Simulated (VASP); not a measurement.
Here is a VASP 6.6.1 calculation.

File INCAR:

```
PREC = Accurate
ENCUT = 520
EDIFF = 1E-7
ISMEAR = 0
SIGMA = 0.1
LREAL = False
LASPH = True
NELM = 80
ALGO = Fast
ISIF = 2
LWAVE = False
LCHARG = False
GGA = PS
NBANDS = 18
```

File KPOINTS:

```
regular mesh
0
Gamma
  18 18 20
```

Contents of POSCAR:

```
Cu
1.0
    2.9190852841      0.0000000000      0.0000000000
    0.0000000000      2.9190852841      0.0000000000
    0.0000000000      0.0000000000      2.7472145570
Cu
2
Direct
    0.0000000000      0.0000000000      0.0000000000
    0.5000000000      0.5000000000      0.5000000000
```

Potentials or basis: VASP PAW PBE potentials, release 64 (Cu).

The run is started by

```console
$ cat potpaw_PBE.64/Cu/POTCAR > POTCAR
$ mpirun -np 1 vasp_std > vasp.out
```

Problem. Predict the pressure.

Solution. -3.9 GPa.

Problem. Estimate the band gap on the k mesh.

Solution. Zero (bands 11 and 12 overlap by 7.70 eV).

Stress tensor (GPa, compression positive):
```
-3.77  0.00  0.00
 0.00 -3.77  0.00
 0.00  0.00 -4.02
```

Caveat: the cell differs from its parent crystal (equal strain along all axes, cell held: +1.0 %); the cell stands under tension; the PAW data sets were made with another functional, which shifts forces and pressure a little.
